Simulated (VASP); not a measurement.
Set up this calculation in VASP 6.6.1, as the native input.

| Quantity | Value |
| --- | --- |
| Task | single point |
| Functional | PBE |
| Potentials or basis | VASP PAW PBE potentials, release 64 (Mg, Cd, Se) |
| Cutoff | 520 eV |
| k mesh | 6 × 6 × 2 |
| Occupations | gaussian, width 0.02 eV |
| Spin | no spin polarisation |
| Dipole correction | no |
| k mesh for the DOS | 9 × 9 × 3 |
| Occupations for the DOS | tetrahedron |
| Further INCAR settings | ALGO = Normal; EDIFF = 1e-06 |

MgCd2Se3:

```
Mg Cd Se
1.0
     4.34360    0.00000    0.00000
    -2.17180    3.76167    0.00000
     0.00000    0.00000   21.16200
Mg Cd Se
2 4 6
Direct
  0.66667 0.33333 0.16912
  0.33333 0.66667 0.32839
  0.66667 0.33333 0.49500
  0.66667 0.33333 0.83538
  0.33333 0.66667 0.66513
  0.33333 0.66667 0.00593
  0.66667 0.33333 0.29189
  0.66667 0.33333 0.62193
  0.66667 0.33333 0.96242
  0.33333 0.66667 0.13287
  0.33333 0.66667 0.45151
  0.33333 0.66667 0.79216
```

These files were run (other wordings do the same):

POSCAR

```
MgCd2Se3
1.0
    4.3435967663      0.0000000000      0.0000000000
   -2.1717983832      3.7616651434      0.0000000000
    0.0000000000      0.0000000000     21.1619985804
Mg Cd Se
2 4 6
Direct
    0.6666666667      0.3333333333      0.1691192991
    0.3333333333      0.6666666667      0.3283903503
    0.6666666667      0.3333333333      0.4949998741
    0.6666666667      0.3333333333      0.8353789299
    0.3333333333      0.6666666667      0.6651304540
    0.3333333333      0.6666666667      0.0059276031
    0.6666666667      0.3333333333      0.2918928072
    0.6666666667      0.3333333333      0.6219267737
    0.6666666667      0.3333333333      0.9624153843
    0.3333333333      0.6666666667      0.1328692576
    0.3333333333      0.6666666667      0.4515126503
    0.3333333333      0.6666666667      0.7921566363
```

INCAR.step1

```
SYSTEM = MgCd2Se3
ALGO = Normal ; EDIFF = 1E-6
ENCUT = 520 ; GGA = PE
ISIF = 2 ; ISMEAR = 0
LASPH = .True. ; LCHARG = .True.
LREAL = .False. ; LWAVE = .False.
NBANDS = 56 ; NELM = 80
PREC = Accurate ; SIGMA = 0.02
```

KPOINTS.step1

```
k-points
0
Gamma
  6 6 2
  0 0 0
```

INCAR.step2

```
SYSTEM = MgCd2Se3
ALGO = Normal ; EDIFF = 1E-6
ENCUT = 520 ; GGA = PE
ICHARG = 11 ; ISIF = 2
ISMEAR = -5 ; LASPH = .True.
LCHARG = .False. ; LORBIT = 11
LREAL = .False. ; LWAVE = .False.
NEDOS = 1001 ; NELM = 80
PREC = Accurate ; SIGMA = 0.02
```

KPOINTS.step2

```
k-points
0
Gamma
  9 9 3
  0 0 0
```

Potentials or basis: VASP PAW PBE potentials, release 64 (Mg, Cd, Se).

Run with:

```bash
$ cat potpaw_PBE.64/Mg/POTCAR potpaw_PBE.64/Cd/POTCAR potpaw_PBE.64/Se/POTCAR > POTCAR
$ cp INCAR.step1 INCAR
$ cp KPOINTS.step1 KPOINTS
$ mpirun -np 1 vasp_std > vasp.out
$ cp INCAR.step2 INCAR
$ cp KPOINTS.step2 KPOINTS
$ mpirun -np 1 vasp_std > vasp.out
```

It gave:

The valence electrons inside the program's atomic spheres are Mg 0.32; Cd 10.28; Se 3.92, 3.84, 3.90, 3.86 (each value once).

Wall time 22 min on 1 thread of Intel Xeon 8259CL, on a shared host, peak memory 0.69 GiB.
